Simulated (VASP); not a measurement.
Write the native input for VASP 6.6.1 that does the following.

```yaml
Task: single point
Functional: PBE
Potentials_or_basis: VASP PAW PBE potentials, release 64 (In_d, B, Pt)
Cutoff: 520 eV
k_mesh: 10 × 10 × 8
Occupations: gaussian, width 0.1 eV
Spin: no spin polarisation
Dipole_correction: no
Further_INCAR_settings: ALGO = Normal; EDIFF = 1e-06; NBANDS = 26
```

The structure of InB4Pt lies in POSCAR:

```
InB4Pt
1.0
    4.3250547505      0.0000000000      0.0000000000
    0.0000000000      4.3250547505      0.0000000000
    0.0000000000      0.0000000000      4.9298731889
In B Pt
1 4 1
Direct
    0.0000000000      0.0000000000      0.0000000000
    0.0000000000      0.5000000000      0.8221507493
    0.5000000000      0.0000000000      0.8221507493
    0.0000000000      0.5000000000      0.1778492507
    0.5000000000      0.0000000000      0.1778492507
    0.0000000000      0.0000000000      0.5000000000
```

One way to write it, as run:

INCAR

```
PREC = Accurate
ENCUT = 520
EDIFF = 1E-6
ISMEAR = 0
SIGMA = 0.1
LREAL = F
LASPH = T
NELM = 100
ALGO = Normal
ISIF = 2
LWAVE = F
LCHARG = F
GGA = PE
NBANDS = 26
```

KPOINTS

```
Automatic mesh
0
Gamma
  10 10 8
```

Potentials or basis: VASP PAW PBE potentials, release 64 (In_d, B, Pt).

The run is started by

```bash
$ cat potpaw_PBE.64/In_d/POTCAR potpaw_PBE.64/B/POTCAR potpaw_PBE.64/Pt/POTCAR > POTCAR
$ mpirun -np 1 vasp_std > vasp.out
```

Results of the run:

| Item | Value |
| --- | --- |
| Pressure | 0.0 GPa |
| Largest force | 0.013 eV/Å |

Wall time 2.6 min on 1 thread of Intel(R) Xeon(R) Platinum 8259CL CPU @ 2.50GHz (Skylake/Cascade Lake) (shared host), peak memory 0.38 GiB.
